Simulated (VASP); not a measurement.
# Si26SbC27 (a cell with a defect) in VASP: relaxation of the atoms with PBE

Aim: the relaxation of the atoms of Si26SbC27 (a cell with a defect) with PBE.

Everything below comes from runs of VASP 6.6.1. Logs are shortened: lines on timing, memory, paths and dates and some standing lists are left out, and cuts for length are marked.

## (1) The cell of the first run

The cell holds a defect, 54 atoms: a = 9.245 Å, b = 9.245 Å, c = 9.245 Å, α = 60.00°, β = 60.00°, γ = 60.00°.

## (2) Relaxation of the atoms, PBE

Input file INCAR:

```
SYSTEM = Si26SbC27
PREC = Accurate
ENCUT = 520
EDIFF = 1E-6
ISMEAR = -1
SIGMA = 0.01
LREAL = Auto
LASPH = .TRUE.
NELM = 60
ALGO = Normal
ISIF = 2
LWAVE = .FALSE.
LCHARG = .FALSE.
GGA = PE
IBRION = 2
NSW = 60
EDIFFG = -0.03
NELECT = 216.0
LUSENCCL = .FALSE.
```

Input file KPOINTS:

```
regular mesh
0
G
  3 3 3
  0 0 0
```

Input file POSCAR:

```
Si26SbC27
1.0
    0.0000000000      6.5370000000      6.5370000000
    6.5370000000      0.0000000000      6.5370000000
    6.5370000000      6.5370000000      0.0000000000
Sb Si C
1 26 27
Direct
    0.0000000000      0.0000000000      0.0000000000
    0.0000000000      0.0000000000      0.3333333333
    0.0000000000      0.0000000000      0.6666666667
    0.0000000000      0.3333333333      0.0000000000
    0.0000000000      0.3333333333      0.3333333333
    0.0000000000      0.3333333333      0.6666666667
    0.0000000000      0.6666666667      0.0000000000
    0.0000000000      0.6666666667      0.3333333333
    0.0000000000      0.6666666667      0.6666666667
    0.3333333333      0.0000000000      0.0000000000
    0.3333333333      0.0000000000      0.3333333333
    0.3333333333      0.0000000000      0.6666666667
    0.3333333333      0.3333333333      0.0000000000
    0.3333333333      0.3333333333      0.3333333333
    0.3333333333      0.3333333333      0.6666666667
    0.3333333333      0.6666666667      0.0000000000
    0.3333333333      0.6666666667      0.3333333333
    0.3333333333      0.6666666667      0.6666666667
    0.6666666667      0.0000000000      0.0000000000
    0.6666666667      0.0000000000      0.3333333333
    0.6666666667      0.0000000000      0.6666666667
    0.6666666667      0.3333333333      0.0000000000
    0.6666666667      0.3333333333      0.3333333333
    0.6666666667      0.3333333333      0.6666666667
    0.6666666667      0.6666666667      0.0000000000
    0.6666666667      0.6666666667      0.3333333333
    0.6666666667      0.6666666667      0.6666666667
    0.0833333333      0.0833333333      0.0833333333
    0.0833333333      0.0833333333      0.4166666667
    0.0833333333      0.0833333333      0.7500000000
    0.0833333333      0.4166666667      0.0833333333
    0.0833333333      0.4166666667      0.4166666667
    0.0833333333      0.4166666667      0.7500000000
    0.0833333333      0.7500000000      0.0833333333
    0.0833333333      0.7500000000      0.4166666667
    0.0833333333      0.7500000000      0.7500000000
    0.4166666667      0.0833333333      0.0833333333
    0.4166666667      0.0833333333      0.4166666667
    0.4166666667      0.0833333333      0.7500000000
    0.4166666667      0.4166666667      0.0833333333
    0.4166666667      0.4166666667      0.4166666667
    0.4166666667      0.4166666667      0.7500000000
    0.4166666667      0.7500000000      0.0833333333
    0.4166666667      0.7500000000      0.4166666667
    0.4166666667      0.7500000000      0.7500000000
    0.7500000000      0.0833333333      0.0833333333
    0.7500000000      0.0833333333      0.4166666667
    0.7500000000      0.0833333333      0.7500000000
    0.7500000000      0.4166666667      0.0833333333
    0.7500000000      0.4166666667      0.4166666667
    0.7500000000      0.4166666667      0.7500000000
    0.7500000000      0.7500000000      0.0833333333
    0.7500000000      0.7500000000      0.4166666667
    0.7500000000      0.7500000000      0.7500000000
```

Potentials or basis: VASP PAW PBE potentials, release 64 (Sb, Si, C).

The run is started by

```console
$ cat potpaw_PBE.64/Sb/POTCAR potpaw_PBE.64/Si/POTCAR potpaw_PBE.64/C/POTCAR > POTCAR
$ mpirun -np 1 vasp_std > vasp.out
```

OUTCAR:

```text
SYSTEM = Si26SbC27
   PREC = Accurate
   ENCUT = 520
   EDIFF = 1E-6
   ISMEAR = -1
   LREAL = Auto
   LASPH = .TRUE.
   NELM = 60
   ISIF = 2
   GGA = PE
   IBRION = 2
   NSW = 60
   EDIFFG = -0.03
   NELECT = 216.0

 ion  position               nearest neighbor table
   1  0.000  0.000  0.000-  28 1.89  30 1.89  34 1.89  46 1.89   7 3.08   8 3.08  10 3.08  12 3.08
                            16 3.08  19 3.08  20 3.08  22 3.08   2 3.08   3 3.08   4 3.08   6 3.08
   2  0.000  0.000  0.333-  28 1.89  29 1.89  35 1.89  47 1.89  10 3.08  11 3.08  17 3.08  20 3.08
                            23 3.08   1 3.08   4 3.08   5 3.08   8 3.08  21 3.08   9 3.08   3 3.08
   3  0.000  0.000  0.667-  30 1.89  29 1.89  36 1.89  48 1.89  12 3.08  18 3.08  19 3.08  21 3.08
                            24 3.08   1 3.08   6 3.08   7 3.08   9 3.08  11 3.08   5 3.08   2 3.08
   4  0.000  0.333  0.000-  28 1.89  31 1.89  33 1.89  49 1.89  10 3.08  13 3.08  15 3.08  22 3.08
                            23 3.08   1 3.08   2 3.08   5 3.08   6 3.08   9 3.08  25 3.08   7 3.08
   5  0.000  0.333  0.333-  29 1.89  31 1.89  50 1.89  32 1.89  14 3.08  23 3.08   2 3.08   4 3.08
                            11 3.08  13 3.08   3 3.08   7 3.08  24 3.08  26 3.08   6 3.08   8 3.08
   6  0.000  0.333  0.667-  30 1.89  32 1.89  33 1.89  51 1.89  15 3.08  22 3.08  24 3.08   1 3.08
                             3 3.08   4 3.08  12 3.08  14 3.08  27 3.08   8 3.08   9 3.08   5 3.08
   7  0.000  0.667  0.000-  34 1.89  31 1.89  36 1.89  52 1.89  16 3.08  18 3.08  19 3.08  25 3.08
                            26 3.08   1 3.08   3 3.08   8 3.08   9 3.08  13 3.08   5 3.08   4 3.08
   8  0.000  0.667  0.333-  32 1.89  34 1.89  35 1.89  53 1.89  17 3.08  20 3.08  26 3.08   1 3.08
                             2 3.08   7 3.08  16 3.08  14 3.08  27 3.08   5 3.08   9 3.08   6 3.08
   9  0.000  0.667  0.667-  36 1.89  35 1.89  33 1.89  54 1.89  25 3.08  27 3.08   3 3.08   7 3.08
[... 62 lines left out ...]
  53  0.750  0.750  0.417-   8 1.89  20 1.89  26 1.89  27 1.89
  54  0.750  0.750  0.750-  27 1.89  21 1.89  25 1.89   9 1.89

  LATTYP: Found a face centered cubic cell.
 ALAT       =    13.0740000000

  Lattice vectors:

 A1 = (   0.0000000000,   6.5370000000,   6.5370000000)
 A2 = (   6.5370000000,   0.0000000000,   6.5370000000)
 A3 = (   6.5370000000,   6.5370000000,   0.0000000000)

Analysis of symmetry for initial positions (statically):
=====================================================================
 Subroutine PRICEL returns:
 Original cell was already a primitive cell.

 Routine SETGRP: Setting up the symmetry group for a
 face centered cubic supercell.

 Subroutine GETGRP returns: Found 24 space group operations
 (whereof 24 operations were pure point group operations)
 out of a pool of 48 trial point group operations.

The static configuration has the point symmetry T_d .

Analysis of symmetry for dynamics (positions and initial velocities):
=====================================================================
 Subroutine PRICEL returns:
 Original cell was already a primitive cell.

 Routine SETGRP: Setting up the symmetry group for a
 face centered cubic supercell.

 Subroutine GETGRP returns: Found 24 space group operations
 (whereof 24 operations were pure point group operations)
 out of a pool of 48 trial point group operations.

The dynamic configuration has the point symmetry T_d .

 Subroutine INISYM returns: Found 24 space group operations
 (whereof 24 operations are pure point group operations),
 and found     1 'primitive' translations

----------------------------------------------------------------------------------------

                                     Primitive cell

  volume of cell :     558.6830

  direct lattice vectors                    reciprocal lattice vectors
     0.000000000  6.537000000  6.537000000    -0.076487685  0.076487685  0.076487685
     6.537000000  0.000000000  6.537000000     0.076487685 -0.076487685  0.076487685
     6.537000000  6.537000000  0.000000000     0.076487685  0.076487685 -0.076487685

  length of vectors
     9.244714057  9.244714057  9.244714057     0.132480557  0.132480557  0.132480557

  position of ions in fractional coordinates (direct lattice)
     0.000000000  0.000000000  0.000000000
     0.000000000  0.000000000  0.333333333
     0.000000000  0.000000000  0.666666667
     0.000000000  0.333333333  0.000000000
     0.000000000  0.333333333  0.333333333
     0.000000000  0.333333333  0.666666667
[... 46 lines left out ...]
     0.750000000  0.750000000  0.416666667
     0.750000000  0.750000000  0.750000000

  ion indices of the primitive-cell ions
   primitive index   ion index
                 1           1
                 2           2
                 3           3
                 4           4
                 5           5
                 6           6
[... 46 lines left out ...]
                53          53
                54          54

----------------------------------------------------------------------------------------

 KPOINTS: regular mesh

Automatic generation of k-mesh.
 Grid dimensions read from file:
 generate k-points for:    3    3    3

 Generating k-lattice:

  Cartesian coordinates                     Fractional coordinates (reciprocal lattice)
    -0.025495895  0.025495895  0.025495895     0.333333333  0.000000000  0.000000000
     0.025495895 -0.025495895  0.025495895     0.000000000  0.333333333  0.000000000
     0.025495895  0.025495895 -0.025495895     0.000000000  0.000000000  0.333333333

  Length of vectors
     0.044160186  0.044160186  0.044160186

  Shift w.r.t. Gamma in fractional coordinates (k-lattice)
     0.000000000  0.000000000  0.000000000

 Subroutine IBZKPT returns following result:
 ===========================================

 Found      4 irreducible k-points:

 Following reciprocal coordinates:
            Coordinates               Weight
  0.000000  0.000000  0.000000      1.000000
  0.333333  0.000000  0.000000      8.000000
  0.333333  0.333333  0.000000      6.000000
 -0.333333  0.333333  0.000000     12.000000
   k-points           NKPTS =      4   k-points in BZ     NKDIM =      4   number of bands    NBANDS=    136
   number of dos      NEDOS =    301   number of ions     NIONS =     54
   total plane-waves  NPLWV = 343000
   dimension x,y,z NGX =    70 NGY =   70 NGZ =   70
   dimension x,y,z NGXF=   140 NGYF=  140 NGZF=  140
   ions per type =               1  26  27
   NGX,Y,Z   is equivalent  to a cutoff of  12.59, 12.59, 12.59 a.u.
   NGXF,Y,Z  is equivalent  to a cutoff of  25.18, 25.18, 25.18 a.u.
 SYSTEM =  Si26SbC27
   PREC   = accura    normal or accurate (medium, high low for compatibility)
   ISTART =      0    job   : 0-new  1-cont  2-samecut
   ICHARG =      2    charge: 1-file 2-atom 10-const
   ISPIN  =      1    spin polarized calculation?
   LNONCOLLINEAR =      F non collinear calculations
   LSORBIT =      F    spin-orbit coupling
   LASPH  =      T    aspherical Exc in radial PAW
   ENCUT  =  520.0 eV  38.22 Ry    6.18 a.u.  17.19 17.19 17.19*2*pi/ulx,y,z
   NELM   =     60;   NELMIN=  2; NELMDL= -5     # of ELM steps
   EDIFF  = 0.1E-05   stopping-criterion for ELM
   LREAL  =      T    real-space projection
   EDIFFG = -.3E-01   stopping-criterion for IOM
   NSW    =     60    number of steps for IOM
   IBRION =      2    ionic relax: 0-MD 1-quasi-New 2-CG
   NFREE  =      1    steps in history (QN), initial steepest desc. (CG)
   ISIF   =      2    stress and relaxation
   ISYM   =      2    0-nonsym 1-usesym 2-fastsym
   POTIM  = 0.5000    time-step for ionic-motion
   TEBEG  =    0.0;   TEEND  =   0.0 temperature during run
   PSTRESS=    0.0 pullay stress
   NELECT =     216.0000    total number of electrons
   NUPDOWN=      -1.0000    fix difference up-down
   EMIN   =  10.00;   EMAX   =-10.00  energy-range for DOS
   EFERMI =   0.00;   METHOD = LEGACY
   ISMEAR =    -1;   SIGMA  =   0.01  broadening in eV -4-tet -1-fermi 0-gaus
   EFERMI_NEDOS =   21; number of points for ismear=-14 and -15
   IALGO  =     38    algorithm
   IMIX   =      4    mixing-type and parameters
     AMIX     =   0.40;   BMIX     =  1.00
     AMIX_MAG =   1.60;   BMIX_MAG =  1.00
  volume/ion in A,a.u.               =      10.35        69.82
  Fermi-wavevector in a.u.,A,eV,Ry     =   1.192626  2.253736 19.352338  1.422357
  Thomas-Fermi vector in A             =   2.328660
   LORBIT       =      0    0 simple, 1 ext, 2 COOP (PROOUT), +10 PAW based schemes
   GGA     = PE    functional components
   LHFCALC =     F    Hartree Fock is set to
   AEXX    =    0.0000 exact exchange contribution
   IVDW    =     0    specifies the selected vdW correction
   LEPSILON=     F    determine dielectric tensor
   LRPA    =     F    only Hartree local field effects (RPA)
 conjugate gradient relaxation of ions
 non-spin polarized calculation
  energy-cutoff  :      520.00
  volume of cell :      558.68
 maximum number of plane-waves:     15070
 NGX is ok and might be reduce to    70
   NGX = 35   NGY = 35   NGZ = 35

--------------------------------------- Ionic step        1  -------------------------------------------

 number of electron     216.0000000 magnetization

 Free energy of the ion-electron system (eV)
  ---------------------------------------------------
  ext. energy  EPLUGINS =         0.00000000
  ---------------------------------------------------
  free energy    TOTEN  =      -409.02488719 eV

  energy without entropy =     -409.02488719  energy(sigma->0) =     -409.02488719

------------------------ aborting loop because EDIFF is reached ----------------------------------------

  FORCE on cell =-STRESS in cart. coord.  units (eV):
  Direction    XX          YY          ZZ          XY          YZ          ZX
  --------------------------------------------------------------------------------------
  -------------------------------------------------------------------------------------
  Total       17.2788981     17.2788981     17.2788981     -0.0000000      0.0000000      0.0000000
  in kB       49.5519987     49.5519987     49.5519987     -0.0000000      0.0000000      0.0000000
  external PRESSURE =      49.5519987 kB  Pullay stress =       0.0000000 kB
[... 603 lines left out ...]
--------------------------------------- Ionic step        8  -------------------------------------------

 number of electron     216.0000000 magnetization

 Free energy of the ion-electron system (eV)
  ---------------------------------------------------
  ext. energy  EPLUGINS =         0.00000000
  ---------------------------------------------------
  free energy    TOTEN  =      -410.96739679 eV

  energy without entropy =     -410.96739679  energy(sigma->0) =     -410.96739679

 E-fermi :   8.5959     XC(G=0): -11.3923

 val. band max:        8.3233402442   @ k =   0.0000   0.0000   0.0000
 cond. band min:       9.8103143486   @ k =   0.3333   0.3333   0.0000
 fundamental gap:      1.4869741044
 Fermi energy:         8.5959079309

 k-point     1 :       0.0000    0.0000    0.0000
  band No.  band energies     occupation
      1      -7.2336      2.00000
      2      -5.5575      2.00000
      3      -5.1265      2.00000
      4      -5.1265      2.00000
      5      -5.1265      2.00000
      6      -5.0160      2.00000
[... 481 lines left out ...]
    119      13.2777      0.00000
    120      13.3433      0.00000
 [bands above 120 left out]

------------------------ aborting loop because EDIFF is reached ----------------------------------------

  FORCE on cell =-STRESS in cart. coord.  units (eV):
  Direction    XX          YY          ZZ          XY          YZ          ZX
  --------------------------------------------------------------------------------------
  -------------------------------------------------------------------------------------
  Total       12.5619899     12.5619899     12.5619899     -0.0000000      0.0000000     -0.0000000
  in kB       36.0249654     36.0249654     36.0249654     -0.0000000      0.0000000     -0.0000000
  external PRESSURE =      36.0249654 kB  Pullay stress =       0.0000000 kB
[... 69 lines left out ...]
  FREE ENERGIE OF THE ION-ELECTRON SYSTEM (eV)
  ---------------------------------------------------
  free  energy   TOTEN  =      -410.9673967932 eV

  energy  without entropy=     -410.9673967932  energy(sigma->0) =     -410.96739679

 reached required accuracy - stopping structural energy minimisation
```

Wall time 6.2 min (1 × NVIDIA H100 80GB with 1 thread of AMD EPYC 7R13 (Zen 3), shared host); peak memory 1.7 GiB.

Results:

```
Free energy                  : -410.9674 eV
Energy gained by relaxing    : 36.0 meV/atom
Ionic steps                  : 8
Largest force after relaxing : 0.007 eV/Å
```

Forces in eV/Å, atoms in the order of the input:
```
Sb   0.000  0.000  0.000
Si   0.000  0.000  0.000
Si   0.000  0.000  0.000
Si   0.000  0.000  0.000
Si   0.004 -0.004 -0.004
Si   0.000  0.000  0.000
Si   0.000  0.000  0.000
Si   0.000  0.000  0.000
Si  -0.004  0.004  0.004
Si   0.000  0.000  0.000
Si  -0.004  0.004 -0.004
Si   0.000  0.000  0.000
Si  -0.004 -0.004  0.004
Si   0.004  0.004  0.004
Si   0.000  0.000  0.006
Si   0.000  0.000  0.000
Si   0.000  0.006  0.000
Si  -0.006  0.000  0.000
Si   0.000  0.000  0.000
Si   0.000  0.000  0.000
Si   0.004 -0.004  0.004
Si   0.000  0.000  0.000
Si   0.006  0.000  0.000
Si   0.000 -0.006  0.000
Si   0.004  0.004 -0.004
Si   0.000  0.000 -0.006
Si  -0.004 -0.004 -0.004
C    0.000  0.000  0.000
C    0.000  0.000  0.000
C    0.000  0.000  0.000
C    0.000  0.000  0.000
C    0.000  0.000  0.000
C    0.002 -0.002 -0.004
C    0.000  0.000  0.000
C    0.002 -0.004 -0.002
C    0.004 -0.002 -0.002
C    0.000  0.000  0.000
C    0.000  0.000  0.000
C   -0.002  0.002 -0.004
C    0.000  0.000  0.000
C   -0.002 -0.002 -0.002
C    0.002  0.002 -0.002
C   -0.002 -0.004  0.002
C    0.002 -0.002  0.002
C    0.004  0.002  0.002
C    0.000  0.000  0.000
C   -0.004  0.002 -0.002
C   -0.002  0.004 -0.002
C   -0.004 -0.002  0.002
C   -0.002  0.002  0.002
C    0.002  0.004  0.002
C   -0.002 -0.002  0.004
C    0.002  0.002  0.004
C    0.000  0.000  0.000
```

The path:
```csv
step,energy change (eV),largest force (eV/Å),pressure (GPa)
1,0.0000,5.6861,4.96
2,-1.3879,2.2571,3.70
3,-1.8478,0.7332,3.65
4,-1.8803,0.5750,3.63
5,-1.9335,0.1801,3.61
6,-1.9421,0.0643,3.60
7,-1.9422,0.0492,3.60
8,-1.9425,0.0065,3.60
```

Final structure:
```
Sb Si C
1.0
     0.00000    6.53700    6.53700
     6.53700    0.00000    6.53700
     6.53700    6.53700    0.00000
Sb Si C
1 26 27
Direct
  0.00000 0.00000 0.00000
  0.99955 0.99955 0.33866
  0.99955 0.99955 0.66225
  0.99955 0.33866 0.99955
  0.99943 0.33352 0.33352
  0.99954 0.33866 0.66225
  0.99955 0.66225 0.99955
  0.99954 0.66225 0.33866
  0.99966 0.66678 0.66678
  0.33866 0.99955 0.99955
  0.33352 0.99943 0.33352
  0.33866 0.99954 0.66225
  0.33352 0.33352 0.99943
  0.33352 0.33352 0.33352
  0.33366 0.33366 0.66634
  0.33866 0.66225 0.99954
  0.33366 0.66634 0.33366
  0.33366 0.66634 0.66634
  0.66225 0.99955 0.99955
  0.66225 0.99954 0.33866
  0.66678 0.99966 0.66678
  0.66225 0.33866 0.99954
  0.66634 0.33366 0.33366
  0.66634 0.33366 0.66634
  0.66678 0.66678 0.99966
  0.66634 0.66634 0.33366
  0.66678 0.66678 0.66678
  0.09084 0.09084 0.09084
  0.08389 0.08389 0.41611
  0.09084 0.09084 0.72749
  0.08389 0.41611 0.08389
  0.08389 0.41611 0.41611
  0.08338 0.41638 0.75012
  0.09084 0.72749 0.09084
  0.08338 0.75012 0.41638
  0.08338 0.75012 0.75012
  0.41611 0.08389 0.08389
  0.41611 0.08389 0.41611
  0.41638 0.08338 0.75012
  0.41611 0.41611 0.08389
  0.41665 0.41665 0.41665
  0.41665 0.41665 0.75004
  0.41638 0.75012 0.08338
  0.41665 0.75004 0.41665
  0.41638 0.75012 0.75012
  0.72749 0.09084 0.09084
  0.75012 0.08338 0.41638
  0.75012 0.08338 0.75012
  0.75012 0.41638 0.08338
  0.75004 0.41665 0.41665
  0.75012 0.41638 0.75012
  0.75012 0.75012 0.08338
  0.75012 0.75012 0.41638
  0.75000 0.75000 0.75000
```

Caveat: the cell carries a net charge on a neutralising background, which shifts energy and pressure; the cell is charged against a uniform background, so pressure and absolute levels hang on convention; spin-orbit coupling is left out, which moves the levels of the heavy elements.
